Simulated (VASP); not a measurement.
Runs of VASP 6.6.1 on Bi. The structure is that of space group P6/mmm (No. 191), or close to it. The cells are those of the table. This isn't the form of Bi at room conditions, which is rhombohedral.

```csv
task,cell,k mesh,cutoff (eV),gap on the mesh (eV),pressure (GPa)
single point,"a = 5.701, b = 5.701, c = 3.367 Å, angles 90.0, 90.0, 120.0°, 3 atoms",7 × 7 × 11,520,none,-2.0
relaxation of cell and atoms,"relaxed from a = 5.646, b = 5.646, c = 3.461 Å, angles 90.0, 90.0, 120.0°, 3 atoms",7 × 7 × 9,600,none,0.0
single point,"a = 5.773, b = 5.773, c = 3.410 Å, angles 90.0, 90.0, 120.0°, 3 atoms",7 × 7 × 11,520,none,(a)
single point,"a = 5.627, b = 5.627, c = 3.323 Å, angles 90.0, 90.0, 120.0°, 3 atoms",9 × 9 × 13,520,none,0.0
single point,"a = 5.844, b = 5.844, c = 3.451 Å, angles 90.0, 90.0, 120.0°, 3 atoms",7 × 7 × 11,520,none,-5.0
```

Alike in all rows: level PBEsol; potentials or basis VASP PAW PBE potentials, release 64 (Bi_d); no spin polarisation; smearing fermi-dirac 0.1 eV.

Task: Fill in the values left out.

Result: (a) -3.7.

Caveats: the PAW data sets were made with another functional, which shifts forces and pressure a little; spin-orbit coupling is left out, which moves the levels of the heavy elements; the cell stands under tension (at least some runs).

A k mesh can miss the band edges, and the runs leave out spin-orbit coupling on Bi.

A gap of «none» marks levels without a gap at the run's occupations.
